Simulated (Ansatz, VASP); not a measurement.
One calculation of Si, two programs

```
Si
1.0
     0.00000    2.72400    2.72400
     2.72400    0.00000    2.72400
     2.72400    2.72400    0.00000
Si
2
Direct
  0.50000 0.50000 0.50000
  0.75000 0.75000 0.75000
```

Alike in both runs: task single point; functional PBE; k mesh 8 × 8 × 8; occupations fermi-dirac, width 0.05 eV; no spin polarisation.

```csv
,VASP,Ansatz
version,VASP 6.6.1,Ansatz 0.2.0
potentials or method,"VASP PAW PBE potentials, release 64 (Si), cutoff 500 eV","PAW, plane waves, scalar-relativistic"
valence electrons in the cell,8,8
```

VASP gave:

| Item | Value |
| --- | --- |
| pressure (GPa) | 1.0 |

Problem. Which values does Ansatz return?

Solution. Pressure (GPa): 1.1.

The functional is the same, so the differences come from potentials, cutoffs and numerics.
